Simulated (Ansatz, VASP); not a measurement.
## Ir in VASP and in Ansatz

```
Ir
1.0
     4.90904    0.00000    0.00000
     0.00000    4.90904    0.00000
     0.00000    0.00000    4.90904
Ir
8
Direct
  0.00000 0.00000 0.00000
  0.50000 0.50000 0.50000
  0.25000 0.00000 0.50000
  0.75000 0.00000 0.50000
  0.50000 0.25000 0.00000
  0.50000 0.75000 0.00000
  0.00000 0.50000 0.25000
  0.00000 0.50000 0.75000
```

Alike in both runs: functional r2SCAN; k mesh 5 × 5 × 5; occupations fermi-dirac, width 0.1 eV; no spin polarisation.

Ansatz relaxed the structure, and its values are those at the end. VASP's run is a single point on that final structure, the one shown.

```csv
,VASP,Ansatz
version,VASP 6.6.1,Ansatz 0.2.0
potentials or method,"VASP PAW PBE potentials, release 64 (Ir), cutoff 520 eV","plane waves (500 eV) with PAW, scalar-relativistic"
valence electrons in the cell,72,136
```

Ansatz gave:

- pressure (GPa): 0.0

Task: Which values does VASP return?

Result: Pressure (GPa): 2.4.

VASP's potentials were made for PBE, not for r2SCAN. VASP's potentials hold 72 valence electrons a cell and Ansatz's 136, so a difference there can come from the potentials and not from the codes.

Neither program's run includes spin-orbit coupling.
